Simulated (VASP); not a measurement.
Here is a VASP 6.6.1 calculation.

File INCAR:

```
SYSTEM = TaN
  PREC = Accurate
  ENCUT = 520
  EDIFF = 1E-6
  ISMEAR = 0
  SIGMA = 0.1
  LREAL = .False.
  LASPH = .True.
  NELM = 80
  ALGO = Normal
  ISIF = 2
  LWAVE = .False.
  LCHARG = .True.
  GGA = PE
  LELF = .True.
  LVHAR = .True.
  NBANDS = 24
```

KPOINTS

```
regular mesh
0
Gamma
  18 18 8
  0 0 0
```

POSCAR

```
TaN
1.0
    3.0921506538      0.0000000000      0.0000000000
   -1.5460753269      2.6778810185      0.0000000000
    0.0000000000      0.0000000000      5.7563496468
Ta N
2 2
Direct
    0.0000000000      0.0000000000      0.0000000000
    0.0000000000      0.0000000000      0.5000000000
    0.3333333333      0.6666666667      0.2500000000
    0.6666666667      0.3333333333      0.7500000000
```

Potentials or basis: VASP PAW PBE potentials, release 64 (Ta_pv, N).

Launch:

```sh
$ cat potpaw_PBE.64/Ta_pv/POTCAR potpaw_PBE.64/N/POTCAR > POTCAR
$ mpirun -np 1 vasp_std > vasp.out
```

Task: What does it give for the band gap on the k mesh?

Result: Zero (bands 16 and 17 overlap by 0.97 eV).

Task: Predict the pressure.

Result: -20.5 GPa.

Stress tensor (GPa, compression positive):
```
-30.92   0.00   0.00
  0.00 -30.92   0.00
  0.00   0.00   0.45
```

Caveat: the cell differs from its parent crystal (biaxial strain in the a-b plane: +6.0 %, then relaxed in part); the stress differs along the axes, from -31 to 0 GPa; spin-orbit coupling is left out, which moves the levels of the heavy elements.
